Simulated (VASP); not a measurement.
The system is GaAs5.

```xyz
6
Lattice="5.1565 0.0000 0.0000 -2.5783 4.4657 0.0000 0.0000 0.0000 5.2832" Properties=species:S:1:pos:R:3 pbc="T T T"
Ga    0.0000    0.0000    2.6416
As   -1.8435    3.1930    0.0000
As    0.0000    2.9771    2.6416
As    3.6869    0.0000    0.0000
As    2.5783    1.4886    2.6416
As    0.7348    1.2727    0.0000
```

The cell was generated, and may not be a known phase.

- Program: VASP 6.6.1
- Task: relaxation of cell and atoms
- Functional: PBE
- Potentials or basis: VASP PAW PBE potentials, release 64 (Ga_d, As)
- Cutoff: 600 eV
- k mesh: 12 × 12 × 8
- Occupations: gaussian, width 0.1 eV
- Spin: no spin polarisation

At the start: pressure -0.2 GPa; volume 20.28 Å³/atom.

**Question.** Where does the relaxation end?

**Answer.** Over 7 steps the energy falls by 2.8 meV/atom and the volume is 20.01 Å³/atom (-1.3 %); space group P-62m (No. 189, to 0.1 Å) before and after.

Step by step:
| step | energy change (eV) | largest force (eV/Å) | pressure (GPa) | volume (Å³) |
| --- | --- | --- | --- | --- |
| 1 | 0.0000 | 0.0370 | -0.25 | 121.66 |
| 2 | -0.0108 | 0.0364 | -0.17 | 121.10 |
| 3 | -0.0167 | 0.0400 | -0.01 | 120.30 |
| 4 | -0.0168 | 0.0401 | 0.01 | 120.24 |
| 5 | -0.0170 | 0.0153 | -0.07 | 120.25 |
| 6 | -0.0170 | 0.0033 | -0.13 | 120.26 |
| 7 | -0.0171 | 0.0050 | -0.04 | 120.05 |

Final structure:
```
Ga As
1.0
     5.18685    0.00000    0.00000
    -2.59343    4.49195    0.00000
     0.00000    0.00000    5.15237
Ga As
1 5
Direct
  0.00000 0.00000 0.50000
  0.00000 0.71296 0.00000
  0.33333 0.66667 0.50000
  0.71296 0.00000 0.00000
  0.66667 0.33333 0.50000
  0.28704 0.28704 0.00000
```

Caveat: the highest band is partly filled, so the run has too few bands.
